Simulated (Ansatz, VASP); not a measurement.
**Ti in VASP and in Ansatz**

```xyz
6
Lattice="2.2898 -3.9660 0.0000 -4.5795 0.0000 0.0000 0.0000 0.0000 -5.6643" Properties=species:S:1:pos:R:3 pbc="T T T"
Ti   -4.5795    0.0000   -2.8322
Ti   -4.5795    0.0000    0.0000
Ti   -2.2898   -1.3220   -1.4161
Ti   -2.2898   -1.3220   -4.2483
Ti    0.0000   -2.6440   -1.4161
Ti    0.0000   -2.6440   -4.2483
```

Alike in both runs: functional PBE; k mesh 12 × 12 × 8; occupations gaussian, width 0.1 eV; no spin polarisation.

Ansatz relaxed the structure, and its values are those at the end. VASP's run is a single point on that final structure, the one shown.

|  | VASP | Ansatz |
| --- | --- | --- |
| version | VASP 6.6.1 | Ansatz 0.2.0 |
| potentials or method | VASP PAW PBE potentials, release 64 (Ti_sv), cutoff 500 eV | scalar-relativistic, plane waves, PAW |
| valence electrons in the cell | 72 | 72 |

```csv
,VASP,Ansatz,Ansatz less VASP
gap on the k mesh at the Fermi level (eV),none,none,-
pressure (GPa),-0.3,0.0,+0.26
```

A gap of «none» marks a metal or a gap that the smearing closes. The functional is the same, so the differences come from potentials, cutoffs and numerics.
